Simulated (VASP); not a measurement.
Ge3N4, 14 atoms in the cell. It takes space group P6_3/m (No. 176, hexagonal). The conventional cell has a = 8.057 Å, b = 8.057 Å, c = 3.085 Å, α = 90.00°, β = 90.00°, γ = 120.00°. Ge (site symmetry m) has 4 N at 1.83 to 1.85 Å within 2.4 Å. Within 2.4 Å of N (site symmetry -6) lie 3 Ge at 1.83 Å. Within 2.4 Å of N (site symmetry m) lie 3 Ge at 1.84 to 1.85 Å. 

| Property | Result |
| --- | --- |
| Program | VASP 6.6.1 |
| Task | single point |
| Functional | PBEsol |
| Potentials or basis | VASP PAW PBE potentials, release 64 (Ge_d, N) |
| Cutoff | 600 eV |
| k mesh | 6 × 6 × 10 |
| Occupations | gaussian, width 0.02 eV |
| Spin | no spin polarisation |
| Dipole correction | no |
| Further INCAR settings | ALGO = Normal; EDIFF = 1e-06; NBANDS = 75 |

Potentials or basis: VASP PAW PBE potentials, release 64 (Ge_d, N).

Run with:

```sh
$ cat potpaw_PBE.64/Ge_d/POTCAR potpaw_PBE.64/N/POTCAR > POTCAR
$ mpirun -np 1 vasp_std > vasp.out
```

Hardware: 1 thread of Intel(R) Xeon(R) Platinum 8559C (Emerald Rapids), on a shared host.

Problem. How long does it take, and how much memory?

Solution. Run time: 12 min on 1 thread of Intel(R) Xeon(R) Platinum 8559C (Emerald Rapids), with other jobs on the host, peak memory 0.67 GiB. Counts: scf iterations 15, k points 48.
